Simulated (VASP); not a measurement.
# KBr in VASP: further runs

The runs below take KBr through single point, with PBE.

Program: VASP 6.6.1. These are calculated values, not measurements. Logs are shortened: lines on timing, memory, paths and dates and some standing lists are left out, and cuts for length are marked.

**1. The cell of the first run**

Symmetry: Fm-3m, No. 225, cubic system. The conventional cell has a = 6.767 Å, b = 6.767 Å, c = 6.767 Å, α = 90.00°, β = 90.00°, γ = 90.00°. K (site symmetry m-3m) has 6 Br at 3.38 Å within 4.4 Å. Within 4.4 Å of Br (site symmetry m-3m) lie 6 K at 3.38 Å.

**2. Single point, PBE (strained)**

Input file INCAR:

```
  ALGO = Normal
  EDIFF = 1E-7
  ENCUT = 520
  GGA = PE
  ISIF = 2
  ISMEAR = 0
  LASPH = T
  LCHARG = T
  LELF = T
  LREAL = F
  LVHAR = T
  LWAVE = F
  NBANDS = 15
  NELM = 80
  PREC = Accurate
  SIGMA = 0.02
```

Input file KPOINTS:

```
k-points
0
Gamma
  6 6 6
```

Input file POSCAR:

```
KBr
1.0
    0.0000000000      3.3832742250      3.3832742250
    3.3832742250      0.0000000000      3.3832742250
    3.3832742250      3.3832742250      0.0000000000
K Br
1 1
Direct
    0.0000000000      0.0000000000      0.0000000000
    0.5000000000      0.5000000000      0.5000000000
```

Potentials or basis: VASP PAW PBE potentials, release 64 (K_sv, Br).

Run with:

```console
> cat potpaw_PBE.64/K_sv/POTCAR potpaw_PBE.64/Br/POTCAR > POTCAR
> mpirun -np 1 vasp_std > vasp.out
```

OUTCAR:

```text
EDIFF = 1E-7
   ENCUT = 520
   GGA = PE
   ISIF = 2
   ISMEAR = 0
   LASPH = T
   LREAL = F
   NELM = 80
   PREC = Accurate

 ion  position               nearest neighbor table
   1  0.000  0.000  0.000-
   2  0.500  0.500  0.500-

  LATTYP: Found a face centered cubic cell.
 ALAT       =     6.7665484500

  Lattice vectors:

 A1 = (   0.0000000000,   3.3832742250,   3.3832742250)
 A2 = (   3.3832742250,   0.0000000000,   3.3832742250)
 A3 = (   3.3832742250,   3.3832742250,   0.0000000000)

Analysis of symmetry for initial positions (statically):
=====================================================================
 Subroutine PRICEL returns:
 Original cell was already a primitive cell.

 Routine SETGRP: Setting up the symmetry group for a
 face centered cubic supercell.

 Subroutine GETGRP returns: Found 48 space group operations
 (whereof 48 operations were pure point group operations)
 out of a pool of 48 trial point group operations.

The static configuration has the point symmetry O_h .

Analysis of symmetry for dynamics (positions and initial velocities):
=====================================================================
 Subroutine PRICEL returns:
 Original cell was already a primitive cell.

 Routine SETGRP: Setting up the symmetry group for a
 face centered cubic supercell.

 Subroutine GETGRP returns: Found 48 space group operations
 (whereof 48 operations were pure point group operations)
 out of a pool of 48 trial point group operations.

The dynamic configuration has the point symmetry O_h .

 Subroutine INISYM returns: Found 48 space group operations
 (whereof 48 operations are pure point group operations),
 and found     1 'primitive' translations

----------------------------------------------------------------------------------------

                                     Primitive cell

  volume of cell :      77.4536

  direct lattice vectors                    reciprocal lattice vectors
     0.000000000  3.383274225  3.383274225    -0.147785833  0.147785833  0.147785833
     3.383274225  0.000000000  3.383274225     0.147785833 -0.147785833  0.147785833
     3.383274225  3.383274225  0.000000000     0.147785833  0.147785833 -0.147785833

  length of vectors
     4.784672294  4.784672294  4.784672294     0.255972572  0.255972572  0.255972572

  position of ions in fractional coordinates (direct lattice)
     0.000000000  0.000000000  0.000000000
     0.500000000  0.500000000  0.500000000

  ion indices of the primitive-cell ions
   primitive index   ion index
                 1           1
                 2           2

----------------------------------------------------------------------------------------

 KPOINTS: k-points

Automatic generation of k-mesh.
 Grid dimensions read from file:
 generate k-points for:    6    6    6

 Generating k-lattice:

  Cartesian coordinates                     Fractional coordinates (reciprocal lattice)
    -0.024630972  0.024630972  0.024630972     0.166666667  0.000000000  0.000000000
     0.024630972 -0.024630972  0.024630972     0.000000000  0.166666667  0.000000000
     0.024630972  0.024630972 -0.024630972     0.000000000  0.000000000  0.166666667

  Length of vectors
     0.042662095  0.042662095  0.042662095

  Shift w.r.t. Gamma in fractional coordinates (k-lattice)
     0.000000000  0.000000000  0.000000000

 Subroutine IBZKPT returns following result:
 ===========================================

 Found     16 irreducible k-points:

 Following reciprocal coordinates:
            Coordinates               Weight
  0.000000  0.000000  0.000000      1.000000
  0.166667  0.000000  0.000000      8.000000
  0.333333  0.000000  0.000000      8.000000
  0.500000  0.000000  0.000000      4.000000
  0.166667  0.166667  0.000000      6.000000
  0.333333  0.166667  0.000000     24.000000
[... 8 lines left out ...]
 -0.333333  0.333333  0.166667     24.000000
 -0.333333  0.500000  0.166667     12.000000
   k-points           NKPTS =     16   k-points in BZ     NKDIM =     16   number of bands    NBANDS=     15
   number of dos      NEDOS =    301   number of ions     NIONS =      2
   total plane-waves  NPLWV =  46656
   dimension x,y,z NGX =    36 NGY =   36 NGZ =   36
   dimension x,y,z NGXF=    72 NGYF=   72 NGZF=   72
   ions per type =               1   1
   NGX,Y,Z   is equivalent  to a cutoff of  12.51, 12.51, 12.51 a.u.
   NGXF,Y,Z  is equivalent  to a cutoff of  25.02, 25.02, 25.02 a.u.
 SYSTEM =  unknown system
   PREC   = accura    normal or accurate (medium, high low for compatibility)
   ISTART =      0    job   : 0-new  1-cont  2-samecut
   ICHARG =      2    charge: 1-file 2-atom 10-const
   ISPIN  =      1    spin polarized calculation?
   LNONCOLLINEAR =      F non collinear calculations
   LSORBIT =      F    spin-orbit coupling
   LASPH  =      T    aspherical Exc in radial PAW
   ENCUT  =  520.0 eV  38.22 Ry    6.18 a.u.   8.90  8.90  8.90*2*pi/ulx,y,z
   NELM   =     80;   NELMIN=  2; NELMDL= -5     # of ELM steps
   EDIFF  = 0.1E-06   stopping-criterion for ELM
   LREAL  =      F    real-space projection
   EDIFFG = 0.1E-05   stopping-criterion for IOM
   NSW    =      0    number of steps for IOM
   IBRION =     -1    ionic relax: 0-MD 1-quasi-New 2-CG
   NFREE  =      0    steps in history (QN), initial steepest desc. (CG)
   ISIF   =      2    stress and relaxation
   ISYM   =      2    0-nonsym 1-usesym 2-fastsym
   POTIM  = 0.5000    time-step for ionic-motion
   TEBEG  =    0.0;   TEEND  =   0.0 temperature during run
   PSTRESS=    0.0 pullay stress
   NELECT =      16.0000    total number of electrons
   NUPDOWN=      -1.0000    fix difference up-down
   EMIN   =  10.00;   EMAX   =-10.00  energy-range for DOS
   EFERMI =   0.00;   METHOD = LEGACY
   ISMEAR =     0;   SIGMA  =   0.02  broadening in eV -4-tet -1-fermi 0-gaus
   EFERMI_NEDOS =   21; number of points for ismear=-14 and -15
   IALGO  =     38    algorithm
   IMIX   =      4    mixing-type and parameters
     AMIX     =   0.40;   BMIX     =  1.00
     AMIX_MAG =   1.60;   BMIX_MAG =  1.00
  volume/ion in A,a.u.               =      38.73       261.34
  Fermi-wavevector in a.u.,A,eV,Ry     =   0.967760  1.828801 12.742662  0.936559
  Thomas-Fermi vector in A             =   2.097673
   LORBIT       =      0    0 simple, 1 ext, 2 COOP (PROOUT), +10 PAW based schemes
   GGA     = PE    functional components
   LHFCALC =     F    Hartree Fock is set to
   AEXX    =    0.0000 exact exchange contribution
   IVDW    =     0    specifies the selected vdW correction
   LEPSILON=     F    determine dielectric tensor
   LRPA    =     F    only Hartree local field effects (RPA)
 non-spin polarized calculation
 Gauss-broadening in eV      SIGMA  =   0.02
  energy-cutoff  :      520.00
  volume of cell :       77.45
 maximum number of plane-waves:      2100
   NGX = 17   NGY = 17   NGZ = 17

 number of electron      16.0000004 magnetization

 Free energy of the ion-electron system (eV)
  ---------------------------------------------------
  ext. energy  EPLUGINS =         0.00000000
  ---------------------------------------------------
  free energy    TOTEN  =        -6.22184405 eV

  energy without entropy =       -6.22184405  energy(sigma->0) =       -6.22184405

 E-fermi :  -1.8532     XC(G=0):  -7.0768

 val. band max:       -2.0201802085   @ k =   0.0000   0.0000   0.0000
 cond. band min:       2.2215500258   @ k =   0.0000   0.0000   0.0000
 fundamental gap:      4.2417302343
 Fermi energy:        -1.8532235571

 k-point     1 :       0.0000    0.0000    0.0000
  band No.  band energies     occupation
      1     -29.9687      2.00000
      2     -14.2278      2.00000
      3     -13.4402      2.00000
      4     -13.4402      2.00000
      5     -13.4402      2.00000
      6      -2.0202      2.00000
      7      -2.0202      2.00000
      8      -2.0202      2.00000
      9       2.2216      0.00000
     10       5.5575      0.00000
     11       5.5575      0.00000
     12       5.5575      0.00000
     13       6.3352      0.00000
     14       6.3352      0.00000
     15       9.3811      0.00000

 k-point     2 :       0.1667    0.0000    0.0000
  band No.  band energies     occupation
      1     -29.9678      2.00000
      2     -14.2761      2.00000
      3     -13.4413      2.00000
      4     -13.4413      2.00000
      5     -13.3782      2.00000
      6      -2.3404      2.00000
      7      -2.0932      2.00000
      8      -2.0932      2.00000
      9       2.8320      0.00000
     10       5.4030      0.00000
     11       5.8584      0.00000
     12       5.8584      0.00000
     13       6.6503      0.00000
     14       6.6503      0.00000
     15      10.1819      0.00000

 k-point     3 :       0.3333    0.0000    0.0000
  band No.  band energies     occupation
      1     -29.9660      2.00000
      2     -14.3569      2.00000
      3     -13.4436      2.00000
      4     -13.4436      2.00000
      5     -13.2696      2.00000
      6      -2.8462      2.00000
      7      -2.2314      2.00000
      8      -2.2314      2.00000
      9       3.9485      0.00000
     10       5.5255      0.00000
     11       6.6606      0.00000
     12       6.6606      0.00000
     13       7.4462      0.00000
     14       7.4462      0.00000
     15       9.0571      0.00000
[... 199 lines left out ...]
 k-point    15 :      -0.3333    0.3333    0.1667
  band No.  band energies     occupation
      1     -29.9642      2.00000
      2     -14.2811      2.00000
      3     -13.4758      2.00000
      4     -13.4660      2.00000
      5     -13.3246      2.00000
      6      -2.7524      2.00000
      7      -2.4892      2.00000
      8      -2.3625      2.00000
      9       5.0569      0.00000
     10       5.4433      0.00000
     11       6.2177      0.00000
     12       6.8693      0.00000
     13       8.0712      0.00000
     14       8.3285      0.00000
     15       8.6536      0.00000

 k-point    16 :      -0.3333    0.5000    0.1667
  band No.  band energies     occupation
      1     -29.9639      2.00000
      2     -14.2167      2.00000
      3     -13.4960      2.00000
      4     -13.4762      2.00000
      5     -13.3800      2.00000
      6      -2.6580      2.00000
      7      -2.4348      2.00000
      8      -2.4230      2.00000
      9       4.5681      0.00000
     10       5.5973      0.00000
     11       6.0749      0.00000
     12       6.9289      0.00000
     13       7.7622      0.00000
     14       8.5170      0.00000
     15       8.9268      0.00000

------------------------ aborting loop because EDIFF is reached ----------------------------------------

  FORCE on cell =-STRESS in cart. coord.  units (eV):
  Direction    XX          YY          ZZ          XY          YZ          ZX
  --------------------------------------------------------------------------------------
  -------------------------------------------------------------------------------------
  Total       -0.1555409     -0.1555409     -0.1555409     -0.0000000     -0.0000000      0.0000000
  in kB       -3.2174626     -3.2174626     -3.2174626     -0.0000000     -0.0000000      0.0000000
  external PRESSURE =      -3.2174626 kB  Pullay stress =       0.0000000 kB

 VOLUME and BASIS-vectors are now :
 -----------------------------------------------------------------------------
  energy-cutoff  :      520.00
  volume of cell :       77.45
      direct lattice vectors                 reciprocal lattice vectors
     0.000000000  3.383274225  3.383274225    -0.147785833  0.147785833  0.147785833
     3.383274225  0.000000000  3.383274225     0.147785833 -0.147785833  0.147785833
     3.383274225  3.383274225  0.000000000     0.147785833  0.147785833 -0.147785833

 POSITION                                       TOTAL-FORCE (eV/Angst)
 -----------------------------------------------------------------------------------
      0.00000      0.00000      0.00000        -0.000000     -0.000000     -0.000000
      3.38327      3.38327      3.38327         0.000000      0.000000      0.000000
 -----------------------------------------------------------------------------------
    total drift:                                0.000000      0.000000      0.000000

  FREE ENERGIE OF THE ION-ELECTRON SYSTEM (eV)
  ---------------------------------------------------
  free  energy   TOTEN  =        -6.2218440510 eV

  energy  without entropy=       -6.2218440510  energy(sigma->0) =       -6.22184405
```

Wall time 9.5 s (1 thread of Intel Xeon 6975P-C (Granite Rapids), shared host); peak memory 0.2 GiB.

Results:

```yaml
Free_energy: -6.2218 eV
Pressure: -0.3 GPa
Band_gap_on_the_k_mesh: 4.24 eV, direct
```

Caveat: the cell differs from its parent crystal (strained).

**3. Single point, PBE (strained)**

Input file INCAR:

```
PREC = Accurate
ENCUT = 520
EDIFF = 1E-6
ISMEAR = 0
SIGMA = 0.02
LREAL = F
LASPH = T
NELM = 80
ALGO = Normal
ISIF = 2
LWAVE = F
LCHARG = T
GGA = PE
LELF = T
LVHAR = T
NBANDS = 15
```

Input file KPOINTS:

```
regular mesh
0
Gamma
  6 6 6
```

Input file POSCAR:

```
KBr
1.0
    0.0000000000      3.1406499000      3.1406499000
    3.2394249000      0.0000000000      3.1406499000
    3.2394249000      3.1406499000      0.0000000000
K Br
1 1
Direct
    0.0000000000      0.0000000000      0.0000000000
    0.5000000000      0.5000000000      0.5000000000
```

Potentials or basis: VASP PAW PBE potentials, release 64 (K_sv, Br).

Run with:

```console
> cat potpaw_PBE.64/K_sv/POTCAR potpaw_PBE.64/Br/POTCAR > POTCAR
> mpirun -np 1 vasp_std > vasp.out
```

Run time: 12 s. Hardware: 1 thread of Intel Xeon 6975P-C (Granite Rapids), shared host; peak memory 0.21 GiB.

The run converged. Its results:

* Free energy: -6.1110 eV
* Pressure: 3.4 GPa
* Band gap on the k mesh: 4.76 eV, direct

Stress tensor (GPa, compression positive):
```
2.29 0.00 0.00
0.00 4.03 0.00
0.00 0.00 4.03
```

Levels at points of the mesh, in eV from the valence-band top:
| k point | band 6 | band 7 | band 8 | band 9 | band 10 | band 11 |
| --- | --- | --- | --- | --- | --- | --- |
| (0.00, 0.00, 0.00) | -0.03 | 0.00 | 0.00 | 4.76 | 7.45 | 7.66 |
| (0.50, 0.00, 0.00) | -1.45 | -0.46 | -0.45 | 6.82 | 8.64 | 10.06 |
| (0.50, 0.50, 0.00) | -0.93 | -0.36 | -0.36 | 5.68 | 7.64 | 9.57 |
| (0.00, 0.50, 0.50) | -0.99 | -0.30 | -0.30 | 5.71 | 7.63 | 9.48 |

Caveat: the cell differs from its parent crystal (strained).

**4. Single point, PBE (strained and its atoms moved)**

Input file INCAR:

```
SYSTEM = KBr
  ALGO = Normal
  EDIFF = 1E-6
  ENCUT = 520
  GGA = PE
  ISIF = 2
  ISMEAR = 0
  LASPH = .TRUE.
  LCHARG = .FALSE.
  LREAL = .FALSE.
  LWAVE = .FALSE.
  NBANDS = 15
  NELM = 80
  PREC = Accurate
  SIGMA = 0.02
```

Input file KPOINTS:

```
k-points
0
G
  6 6 6
  0 0 0
```

Input file POSCAR:

```
KBr
1.0
    0.0463254750      3.2608920000      3.2675428500
    3.2876929500      0.0195245250      3.2943438000
    3.3072174750      3.3072174750      0.0000000000
K Br
1 1
Direct
    0.0000000000      0.0000000000      0.0128857728
    0.5000000000      0.5000000000      0.4871142272
```

Run with:

```console
> cat potpaw_PBE.64/K_sv/POTCAR potpaw_PBE.64/Br/POTCAR > POTCAR
> mpirun -np 1 vasp_std > vasp.out
```

Run time: 24 s. Hardware: 1 thread of Intel Xeon 6975P-C (Granite Rapids), shared host; peak memory 0.24 GiB.

The run converged. Its results:

```yaml
Free_energy: -6.1950 eV
Pressure: 1.2 GPa
Largest_force: 0.172 eV/Å
Band_gap_on_the_k_mesh: 4.47 eV, direct
```

Forces in eV/Å, atoms in the order of the input:
```
K   -0.122 -0.122  0.000
Br   0.122  0.122  0.000
```

Stress tensor (GPa, compression positive):
```
 1.31 -0.14 -0.04
-0.14  1.31  0.04
-0.04  0.04  1.06
```

Levels at points of the mesh, in eV from the valence-band top:
```csv
k point,band 6,band 7,band 8,band 9,band 10,band 11
"(0.00, 0.00, 0.00)",-0.05,-0.03,0.00,4.47,7.53,7.57
"(0.50, 0.00, 0.00)",-1.24,-0.41,-0.39,6.60,8.32,9.72
"(0.00, 0.50, 0.00)",-1.24,-0.39,-0.35,6.60,8.27,9.67
"(0.50, 0.50, 0.00)",-0.86,-0.35,-0.28,5.84,7.25,9.38
"(0.00, 0.00, 0.50)",-1.25,-0.37,-0.34,6.62,8.26,9.70
"(0.50, 0.00, 0.50)",-0.86,-0.33,-0.31,5.83,7.25,9.36
```

Caveat: the cell differs from its parent crystal (strained and its atoms moved).

**5. Single point, PBE**

This run uses another cell than the first one, of 37.59 Å³/atom, 0.971 times its volume.

Input file INCAR:

```
PREC     = Accurate       # precision mode
ENCUT    = 520            # plane-wave cutoff, eV
EDIFF    = 1E-7           # SCF threshold, eV
ISMEAR   = 0              # smearing method
SIGMA    = 0.02           # smearing width, eV
LREAL    = F              # projectors in reciprocal space
LASPH    = T              # aspherical terms in the spheres
NELM     = 60             # most SCF steps
ALGO     = Normal         # electronic algorithm
ISIF     = 2              # what is computed and relaxed
LWAVE    = F              # write WAVECAR
LCHARG   = F              # write CHGCAR
GGA      = PE             # functional
NBANDS   = 15             # bands
```

Input file KPOINTS:

```
Automatic mesh
0
Gamma
  6 6 6
```

Input file POSCAR:

```
KBr
1.0
    0.0000000000      3.3497787259      3.3497787259
    3.3497787259      0.0000000000      3.3497787259
    3.3497787259      3.3497787259      0.0000000000
K Br
1 1
Direct
    0.0000000000      0.0000000000      0.0000000000
    0.5000000000      0.5000000000      0.5000000000
```

Run with:

```console
> cat potpaw_PBE.64/K_sv/POTCAR potpaw_PBE.64/Br/POTCAR > POTCAR
> mpirun -np 1 vasp_std > vasp.out
```

Wall time 15 s (1 thread of AMD EPYC 9R45 (Zen 5), shared host); peak memory 0.18 GiB.

Results (log left out):

```
Free energy            : -6.2235 eV
Pressure               : 0.1 GPa
Band gap on the k mesh : 4.32 eV, direct
```

Levels at points of the mesh, in eV from the valence-band top:
```tsv
k point	band 4	band 5	band 6	band 7	band 8	band 9	band 10	band 11	band 12	band 13
(0.00, 0.00, 0.00)	-11.35	-11.35	0.00	0.00	0.00	4.32	7.59	7.59	7.59	8.39
(0.50, 0.00, 0.00)	-11.36	-11.12	-1.09	-0.30	-0.30	6.49	8.06	9.64	9.64	9.93
(0.50, 0.50, 0.00)	-11.38	-11.38	-0.77	-0.27	-0.27	5.91	7.03	9.26	9.29	9.51
```

PBE gaps usually lie below the measured ones, often by a third to a half.

**6. Summary**

```tsv
cell	gap on the mesh (eV)	pressure (GPa)
a = 4.785 Å, angles 60.0°, 2 atoms	4.24	-0.3
a = 4.442, b = 4.512, c = 4.512 Å, angles 59.0, 60.5, 60.5°, 2 atoms	4.76	3.4
a = 4.617, b = 4.654, c = 4.677 Å, angles 59.8, 59.6, 59.3°, 2 atoms	4.47	1.2
a = 4.737 Å, angles 60.0°, 2 atoms	4.32	0.1
```

Alike in all rows: task single point; level PBE; potentials or basis VASP PAW PBE potentials, release 64 (K_sv, Br); no spin polarisation; k mesh 6 × 6 × 6; cutoff (eV) 520; smearing gaussian 0.02 eV.

Absolute energies hang on the potentials; compare differences alone.
